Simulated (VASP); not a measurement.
# HgTe (Coloradoite) in VASP: a series of runs, part 2 of 2

VASP 6.6.1.

**4. Single point, PBE**

This run uses another cell than the first one, of 33.22 Å³/atom, 0.962 times its volume.

Contents of INCAR:

```
SYSTEM = HgTe
ALGO     = Normal         ! electronic algorithm
EDIFF    = 1E-6           ! SCF threshold, eV
ENCUT    = 500            ! plane-wave cutoff, eV
GGA      = PE             ! functional
GGA_COMPAT= .FALSE.      
ISIF     = 2              ! what is computed and relaxed
ISMEAR   = 0              ! smearing method
LASPH    = .TRUE.         ! aspherical terms in the spheres
LCHARG   = .FALSE.        ! write CHGCAR
LREAL    = .FALSE.        ! projectors in reciprocal space
LWAVE    = .FALSE.        ! write WAVECAR
NBANDS   = 16             ! bands
NELM     = 120            ! most SCF steps
PREC     = Accurate       ! precision mode
SIGMA    = 0.025          ! smearing width, eV
```

Contents of KPOINTS:

```
k-points
0
G
  7 7 7
  0 0 0
```

Contents of POSCAR:

```
HgTe
1.0
    0.0000000000      3.2145000000      3.2145000000
    3.2145000000      0.0000000000      3.2145000000
    3.2145000000      3.2145000000      0.0000000000
Hg Te
1 1
Direct
    0.0000000000      0.0000000000      0.0000000000
    0.7500000000      0.7500000000      0.7500000000
```

Potentials or basis: VASP PAW PBE potentials, release 64 (Hg, Te).

Command:

```sh
$ cat potpaw_PBE.64/Hg/POTCAR potpaw_PBE.64/Te/POTCAR > POTCAR
$ mpirun -np 1 vasp_std > vasp.out
```

OUTCAR:

```text
SYSTEM = HgTe
   EDIFF = 1E-6
   ENCUT = 500
   GGA = PE
   ISIF = 2
   ISMEAR = 0
   LASPH = .TRUE.
   LREAL = .FALSE.
   NELM = 120
   PREC = Accurate

 ion  position               nearest neighbor table
   1  0.000  0.000  0.000-   2 2.78   2 2.78   2 2.78   2 2.78
   2  0.750  0.750  0.750-   1 2.78   1 2.78   1 2.78   1 2.78

  LATTYP: Found a face centered cubic cell.
 ALAT       =     6.4290000000

  Lattice vectors:

 A1 = (   0.0000000000,   3.2145000000,   3.2145000000)
 A2 = (   3.2145000000,   0.0000000000,   3.2145000000)
 A3 = (   3.2145000000,   3.2145000000,   0.0000000000)

Analysis of symmetry for initial positions (statically):
=====================================================================
 Subroutine PRICEL returns:
 Original cell was already a primitive cell.

 Routine SETGRP: Setting up the symmetry group for a
 face centered cubic supercell.

 Subroutine GETGRP returns: Found 24 space group operations
 (whereof 24 operations were pure point group operations)
 out of a pool of 48 trial point group operations.

The static configuration has the point symmetry T_d .

Analysis of symmetry for dynamics (positions and initial velocities):
[... 156 lines left out ...]

 val. band max:        3.2748343228   @ k =   0.0000   0.0000   0.0000
 cond. band min:       4.0012677608   @ k =   0.4286   0.0000   0.0000
 fundamental gap:      0.7264334380
 Fermi energy:         3.2824485461

 k-point     1 :       0.0000    0.0000    0.0000
  band No.  band energies     occupation
      1      -8.8315      2.00000
      2      -4.1786      2.00000
      3      -4.1786      2.00000
      4      -4.1786      2.00000
      5      -3.6289      2.00000
      6      -3.6289      2.00000
[... 357 lines left out ...]
      3      -3.9071      2.00000
      4      -3.6996      2.00000
      5      -3.6427      2.00000
      6      -3.0515      2.00000
[... 8 lines left out ...]
     15      13.3842      0.00000
     16      15.1675      0.00000

------------------------ aborting loop because EDIFF is reached ----------------------------------------

  FORCE on cell =-STRESS in cart. coord.  units (eV):
  Direction    XX          YY          ZZ          XY          YZ          ZX
  --------------------------------------------------------------------------------------
  -------------------------------------------------------------------------------------
  Total        1.9232579      1.9232579      1.9232579      0.0000000      0.0000000     -0.0000000
  in kB       46.3850272     46.3850272     46.3850272      0.0000000      0.0000000     -0.0000000
  external PRESSURE =      46.3850272 kB  Pullay stress =       0.0000000 kB

 VOLUME and BASIS-vectors are now :
 -----------------------------------------------------------------------------
  energy-cutoff  :      500.00
  volume of cell :       66.43
      direct lattice vectors                 reciprocal lattice vectors
     0.000000000  3.214500000  3.214500000    -0.155545186  0.155545186  0.155545186
     3.214500000  0.000000000  3.214500000     0.155545186 -0.155545186  0.155545186
     3.214500000  3.214500000  0.000000000     0.155545186  0.155545186 -0.155545186

 POSITION                                       TOTAL-FORCE (eV/Angst)
 -----------------------------------------------------------------------------------
      0.00000      0.00000      0.00000        -0.000000     -0.000000     -0.000000
      4.82175      4.82175      4.82175         0.000000      0.000000      0.000000
 -----------------------------------------------------------------------------------
    total drift:                               -0.000000     -0.000000      0.000000

  FREE ENERGIE OF THE ION-ELECTRON SYSTEM (eV)
  ---------------------------------------------------
  free  energy   TOTEN  =        -3.5512968151 eV

  energy  without entropy=       -3.5511843790  energy(sigma->0) =       -3.55124060
```

OSZICAR:

```text
N       E                     dE             d eps       ncg     rms          rms(c)
DAV:   1     0.989779008338E+02    0.98978E+02   -0.80058E+03   648   0.946E+02
DAV:   2    -0.345214705381E+00   -0.99323E+02   -0.93454E+02   728   0.222E+02
DAV:   3    -0.373698555549E+01   -0.33918E+01   -0.33832E+01   784   0.425E+01
DAV:   4    -0.376688697268E+01   -0.29901E-01   -0.29900E-01   912   0.364E+00
DAV:   5    -0.376701769191E+01   -0.13072E-03   -0.13072E-03   880   0.200E-01    0.796E+00
DAV:   6    -0.356012754961E+01    0.20689E+00   -0.40076E-01   712   0.867E+00    0.627E+00
DAV:   7    -0.355209289607E+01    0.80347E-02   -0.10442E-01   728   0.222E+00    0.223E+00
DAV:   8    -0.355123569234E+01    0.85720E-03   -0.11429E-02   720   0.123E+00    0.570E-01
DAV:   9    -0.355125410510E+01   -0.18413E-04   -0.74185E-04   800   0.316E-01    0.137E-01
DAV:  10    -0.355128317002E+01   -0.29065E-04   -0.87009E-05   760   0.824E-02    0.510E-02
DAV:  11    -0.355129933553E+01   -0.16166E-04   -0.38986E-05   768   0.486E-02    0.426E-02
DAV:  12    -0.355129702012E+01    0.23154E-05   -0.47088E-06   728   0.202E-02    0.209E-02
DAV:  13    -0.355129681509E+01    0.20503E-06   -0.70014E-07   512   0.429E-03
   1 F= -.35512968E+01 E0= -.35512406E+01  d E =-.112436E-03
```

stdout:

```text
POSCAR found type information on POSCAR HgTe
 POSCAR found :  2 types and       2 ions
 scaLAPACK will be used
 LDA part: xc-table for (Slater+PW92), standard interpolation
 POSCAR, INCAR and KPOINTS ok, starting setup
 FFT: planning ... GRIDC
 FFT: planning ... GRID_SOFT
 FFT: planning ... GRID
 WAVECAR not read
 entering main loop
```

It took 24 s on 1 thread of Intel Xeon 6975P-C (Granite Rapids), shared host; peak memory 0.2 GiB.

What came out:

| Property | Result |
| --- | --- |
| Free energy | -3.5513 eV |
| Pressure | 4.6 GPa |
| Band gap on the k mesh | zero (filled and empty bands touch) |

Caveat: spin-orbit coupling is left out, which moves the levels of the heavy elements.

**5. Single point, BLYP+D3(BJ)**

This run uses another cell than the first one, of 35.39 Å³/atom, 1.024 times its volume.

Contents of INCAR:

```
SYSTEM = HgTe
PREC = Accurate ; ENCUT = 500
EDIFF = 1E-6 ; ISMEAR = -1
SIGMA = 0.05 ; LREAL = .FALSE.
LASPH = .TRUE. ; NELM = 120
ALGO = Normal ; ISIF = 2
LWAVE = .FALSE. ; LCHARG = .TRUE.
GGA = B5 ; ALDAX = 1.0
AGGAX = 1.0 ; AGGAC = 1.0
ALDAC = 0.0 ; IVDW = 12
VDW_S6 = 1.0 ; VDW_S8 = 2.6996
VDW_A1 = 0.4298 ; VDW_A2 = 4.2359
LELF = .TRUE. ; LVHAR = .TRUE.
NBANDS = 16 ; GGA_COMPAT = .FALSE.
```

Contents of KPOINTS:

```
Automatic mesh
0
G
  7 7 7
  0 0 0
```

Contents of POSCAR:

```
HgTe
1.0
    0.0000000000      3.2831743512      3.2831743512
    3.2831743512      0.0000000000      3.2831743512
    3.2831743512      3.2831743512      0.0000000000
Hg Te
1 1
Direct
    0.0000000000      0.0000000000      0.0000000000
    0.7500000000      0.7500000000      0.7500000000
```

Command:

```sh
$ cat potpaw_PBE.64/Hg/POTCAR potpaw_PBE.64/Te/POTCAR > POTCAR
$ mpirun -np 1 vasp_std > vasp.out
```

It took 39 s on 1 thread of Intel Xeon 6975P-C (Granite Rapids), shared host; peak memory 0.21 GiB.

It converged, with:

- Free energy: -4.1475 eV
- Pressure: 0.3 GPa
- Band gap on the k mesh: zero (filled and empty bands touch)
- Dispersion energy per atom: -0.780 eV

Levels at points of the mesh, in eV from the Fermi level:
```
           k point  band 6  band 7  band 8  band 9  band 10  band 11  band 12  band 13
(0.00, 0.00, 0.00)   -6.69   -0.96   -0.05   -0.05    -0.05     4.29     4.29     4.29
```

Caveat: the PAW data sets were made with another functional, which shifts forces and pressure a little; spin-orbit coupling is left out, which moves the levels of the heavy elements; pairwise dispersion overbinds metals, which lowers pressure and volume.

**6. Overview**

```tsv
level	spin	cell	k mesh	cutoff (eV)	smearing	gap on the mesh (eV)	pressure (GPa)
PBEsol	off	a = 4.638, b = 4.638, c = 4.546 Å, angles 60.7, 60.7, 58.7°, 2 atoms	6 × 6 × 6	520	fermi-dirac 0.05 eV	none	0.1
PBEsol	non-collinear, zero start, SOC	a = 4.546 Å, angles 60.0°, 2 atoms	7 × 7 × 7	520	fermi-dirac 0.05 eV	-	1.6
PBE	off	a = 4.546 Å, angles 60.0°, 2 atoms	7 × 7 × 7	500	gaussian 0.025 eV	none	4.6
BLYP+D3(BJ)	off	a = 4.643 Å, angles 60.0°, 2 atoms	7 × 7 × 7	500	fermi-dirac 0.05 eV	none	0.3
```

Alike in all rows: task single point; potentials or basis VASP PAW PBE potentials, release 64 (Hg, Te).

Caveats: the PAW data sets were made with another functional, which shifts forces and pressure a little (some runs); spin-orbit coupling is left out, which moves the levels of the heavy elements (some runs); pairwise dispersion overbinds metals, which lowers pressure and volume (some runs).

Absolute energies hang on the potentials; compare differences alone.
